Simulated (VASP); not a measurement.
**B: relaxation of cell and atoms with PBE**

B:

```
CELL_PARAMETERS angstrom
2.34727 0.00000 0.00000
0.00000 2.34727 0.00000
0.00000 0.00000 1.58651
ATOMIC_POSITIONS crystal
B 0.00000 0.00000 0.50000
```

```json
{
 "Program": "VASP 6.6.1",
 "Task": "relaxation of cell and atoms",
 "Functional": "PBE",
 "Potentials or basis": "VASP PAW PBE potentials, release 64 (B)",
 "Cutoff": "500 eV",
 "k mesh": "24 × 24 × 34",
 "Occupations": "gaussian, width 0.1 eV",
 "Spin": "no spin polarisation",
 "Dipole correction": "no",
 "Further INCAR settings": "ALGO = Normal; EDIFF = 1e-07; IBRION = 2; EDIFFG = -0.01; NSW = 100; ISIF = 3"
}
```

```yaml
Relaxed_volume: 8.73 Å³/atom
Relaxed_cell: a = 2.347 Å, b = 2.347 Å, c = 1.586 Å, α = 90.00°, β = 90.00°, γ = 90.00°
Space_group_after_relaxing_to_0.05_Å: P4/mmm (No. 123)
Energy_gained_by_relaxing: 0.0 meV/atom
Ionic_steps: 3
Pressure_after_relaxing: 0.0 GPa
```

Stress tensor (GPa, compression positive):
```
-0.10  0.00  0.00
 0.00 -0.10  0.00
 0.00  0.00  0.05
```

Final structure:
```
CELL_PARAMETERS angstrom
2.34701 0.00000 0.00000
0.00000 2.34701 0.00000
0.00000 0.00000 1.58552
ATOMIC_POSITIONS crystal
B 0.00000 0.00000 0.50000
```

Levels at points of the mesh, in eV from the Fermi level:
```
           k point  band 1  band 2  band 3  band 4  band 5
(0.00, 0.00, 0.00)  -13.91    4.49    4.49   14.34   15.45
(0.50, 0.00, 0.00)   -9.18   -7.36    6.32   19.92   19.97
(0.50, 0.50, 0.00)   -4.35   -4.13   -4.13    5.15   27.80
(0.00, 0.00, 0.50)   -5.89    1.48   13.63   13.63   21.42
(0.50, 0.00, 0.50)   -3.86    4.34    7.07   10.85   14.86
(0.50, 0.50, 0.50)   -2.18    6.77    6.77   13.69   15.26
```

Run time: 66 s on 1 thread of Intel(R) Xeon(R) Platinum 8259CL CPU @ 2.50GHz (Skylake/Cascade Lake), with other jobs on the host, peak memory 0.17 GiB.
